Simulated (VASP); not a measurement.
Write the native input for VASP 6.6.1 that does the following.

```yaml
Task: single point
Functional: PBEsol
Potentials_or_basis: VASP PAW PBE potentials, release 64 (Bi_d)
Cutoff: 520 eV
k_mesh: 7 × 7 × 7
Occupations: gaussian, width 0.02 eV
Spin: no spin polarisation
Dipole_correction: no
Further_INCAR_settings: ALGO = Normal; EDIFF = 1e-06; NBANDS = 22
```

The structure of Bi lies in POSCAR:

```
Bi
1.0
    2.2675000000      1.3091417354      3.9380000000
   -2.2675000000      1.3091417354      3.9380000000
    0.0000000000     -2.6182834708      3.9380000000
Bi
2
Direct
    0.7660000000      0.7660000000      0.7660000000
    0.2340000000      0.2340000000      0.2340000000
```

The input as run:

INCAR

```
PREC = Accurate ; ENCUT = 520
EDIFF = 1E-6 ; ISMEAR = 0
SIGMA = 0.02 ; LREAL = False
LASPH = True ; NELM = 80
ALGO = Normal ; ISIF = 2
LWAVE = False ; LCHARG = False
GGA = PS ; NBANDS = 22
```

KPOINTS

```
Automatic mesh
0
Gamma
  7 7 7
```

Potentials or basis: VASP PAW PBE potentials, release 64 (Bi_d).

Launch:

```sh
$ cat potpaw_PBE.64/Bi_d/POTCAR > POTCAR
$ mpirun -np 1 vasp_std > vasp.out
```

It gave:

```json
{
  "Pressure": "-0.4 GPa",
  "Largest force": "0.134 eV/Å",
  "Band gap on the k mesh": "0.26 eV, indirect (least direct gap 0.52 eV)"
}
```

Caveat: the PAW data sets were made with another functional, which shifts forces and pressure a little; spin-orbit coupling is left out, which moves the levels of the heavy elements.

Wall time 38 s on 1 thread of Intel Xeon 6975P-C, with other jobs on the host, peak memory 0.23 GiB.
